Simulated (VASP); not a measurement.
A run of VASP 6.6.1:

The input INCAR:

```
ALGO = Normal ; EDIFF = 1E-7
ENCUT = 520 ; GGA = PE
ISIF = 2 ; ISMEAR = 0
LASPH = T ; LCHARG = T
LELF = T ; LREAL = F
LVHAR = T ; LWAVE = F
NBANDS = 16 ; NELM = 60
PREC = Accurate ; SIGMA = 0.1
```

The input KPOINTS:

```
k-points
0
Gamma
  12 12 8
```

POSCAR

```
SbSe2
1.0
    3.8916036337      0.0000000000      0.0000000000
   -1.9458018169      3.3702276082      0.0000000000
    0.0000000000      0.0000000000      6.5913933229
Sb Se
1 2
Direct
    0.0000000000      0.0000000000      0.0000000000
    0.6666666667      0.3333333333      0.7460105760
    0.3333333333      0.6666666667      0.2539894240
```

Potentials or basis: VASP PAW PBE potentials, release 64 (Sb, Se).

Command:

```sh
$ cat potpaw_PBE.64/Sb/POTCAR potpaw_PBE.64/Se/POTCAR > POTCAR
$ mpirun -np 1 vasp_std > vasp.out
```

Hardware: 1 thread of AMD EPYC 9R45 96-Core Processor (Zen 5), on a shared host.

**Question.** Estimate the wall time of this run.

**Answer.** It took 100 s on 1 thread of AMD EPYC 9R45 96-Core Processor (Zen 5) (shared host), peak memory 0.29 GiB. Counts: scf iterations 15, k points 131.
